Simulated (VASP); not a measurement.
Set up this calculation in VASP 6.6.1, as the native input.

| Quantity | Value |
| --- | --- |
| Task | single point |
| Functional | r2SCAN |
| Dispersion | rVV10 |
| Potentials or basis | VASP PAW PBE potentials, release 64 (Sr_sv, Hf_pv, Br) |
| Cutoff | 520 eV |
| k mesh | 4 × 4 × 4 |
| Occupations | fermi-dirac, width 0.03 eV |
| Spin | no spin polarisation |
| Dipole correction | no |
| Further INCAR settings | ALGO = Normal; EDIFF = 1e-06; NBANDS = 41 |

Crystal: SrHfBr6.

```xyz
8
Lattice="0.0000 5.6019 5.6019 5.6019 0.0000 5.6019 5.6019 5.6019 0.0000" Properties=species:S:1:pos:R:3 pbc="T T T"
Sr    5.6019    5.6019    5.6019
Hf    0.0000    0.0000    0.0000
Br    2.5961    5.6019    5.6019
Br    8.6078    5.6019    5.6019
Br    5.6019    2.5961    5.6019
Br    5.6019    8.6078    5.6019
Br    5.6019    5.6019    2.5961
Br    5.6019    5.6019    8.6078
```

These files were run (other wordings do the same):

POSCAR

```
SrHfBr6
1.0
    0.0000000000      5.6019312999      5.6019312999
    5.6019312999      0.0000000000      5.6019312999
    5.6019312999      5.6019312999      0.0000000000
Sr Hf Br
1 1 6
Direct
    0.5000000000      0.5000000000      0.5000000000
    0.0000000000      0.0000000000      0.0000000000
    0.7682867800      0.2317132200      0.2317132200
    0.2317132200      0.7682867800      0.7682867800
    0.2317132200      0.7682867800      0.2317132200
    0.7682867800      0.2317132200      0.7682867800
    0.2317132200      0.2317132200      0.7682867800
    0.7682867800      0.7682867800      0.2317132200
```

INCAR.step1

```
ALGO     = Normal         # electronic algorithm
EDIFF    = 1E-4           # SCF threshold, eV
ENCUT    = 520            # plane-wave cutoff, eV
GGA      = PE             # functional
ISMEAR   = -1             # smearing method
LASPH    = T              # aspherical terms in the spheres
LCHARG   = F              # write CHGCAR
LREAL    = F              # projectors in reciprocal space
LWAVE    = T              # write WAVECAR
NBANDS   = 41             # bands
NELM     = 100            # most SCF steps
PREC     = Accurate       # precision mode
SIGMA    = 0.03           # smearing width, eV
```

INCAR.step2

```
ALGO     = Normal         # electronic algorithm
BPARAM   = 11.95        
CPARAM   = 0.0093       
EDIFF    = 1E-6           # SCF threshold, eV
ENCUT    = 520            # plane-wave cutoff, eV
ISIF     = 2              # what is computed and relaxed
ISMEAR   = -1             # smearing method
ISTART   = 1            
IVDW_NL  = 2            
LASPH    = T              # aspherical terms in the spheres
LCHARG   = F              # write CHGCAR
LMIXTAU  = T            
LREAL    = F              # projectors in reciprocal space
LUSE_VDW = T            
LWAVE    = F              # write WAVECAR
METAGGA  = R2SCAN         # meta-GGA
NBANDS   = 41             # bands
NELM     = 100            # most SCF steps
PREC     = Accurate       # precision mode
SIGMA    = 0.03           # smearing width, eV
```

KPOINTS

```
k-points
0
Gamma
  4 4 4
```

Potentials or basis: VASP PAW PBE potentials, release 64 (Sr_sv, Hf_pv, Br).

The run is started by

```console
$ cat potpaw_PBE.64/Sr_sv/POTCAR potpaw_PBE.64/Hf_pv/POTCAR potpaw_PBE.64/Br/POTCAR > POTCAR
$ cp INCAR.step1 INCAR
$ mpirun -np 1 vasp_std > vasp.out
$ cp INCAR.step2 INCAR
$ mpirun -np 1 vasp_std > vasp.out
```

It gave:

```yaml
Pressure: -0.1 GPa
Largest_force: 0.075 eV/Å
Band_gap_on_the_k_mesh: 3.33 eV
```

Caveat: the PAW data sets were made with another functional, which shifts forces and pressure a little; spin-orbit coupling is left out, which moves the levels of the heavy elements.

Run time: 26 min on 1 thread of Oxide Virtual Turin-like Processor, on a shared host, peak memory 1.3 GiB.
